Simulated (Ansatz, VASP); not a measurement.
Two plane-wave programs on CaSe

```
Ca Se
1.0
     5.12473    0.00000    0.00000
    -2.56236    4.33497    0.00000
     0.00000    0.00000    5.87573
Ca Se
2 2
Direct
  0.33178 0.66357 0.93750
  0.66822 0.33643 0.43750
  0.33114 0.66228 0.43750
  0.66886 0.33772 0.93750
```

Change from the starting cell: uniaxial_x strain +2.4%.

Alike in both runs: task single point; functional r2SCAN; k mesh 6 × 6 × 4; no spin polarisation.

|  | VASP | Ansatz |
| --- | --- | --- |
| version | VASP 6.6.1 | Ansatz 0.2.0 |
| potentials or method | VASP PAW PBE potentials, release 64 (Ca_sv, Se) | plane waves, PAW |
| plane-wave cutoff (eV) | 520 | 500 |
| occupations | gaussian, width 0.01 eV | fixed |
| valence electrons in the cell | 32 | 52 |

```csv
,VASP,Ansatz,Ansatz less VASP
gap on the k mesh at the Fermi level (eV),2.94,2.95,+0.001
pressure (GPa),-0.7,-0.9,-0.19
"traceless stress, the component that is largest in VASP (GPa)",0.52,0.50,-0.021
```

VASP's potentials were made for PBE, not for r2SCAN. VASP's potentials hold 32 valence electrons a cell and Ansatz's 52, so a difference there can come from the potentials and not from the codes.
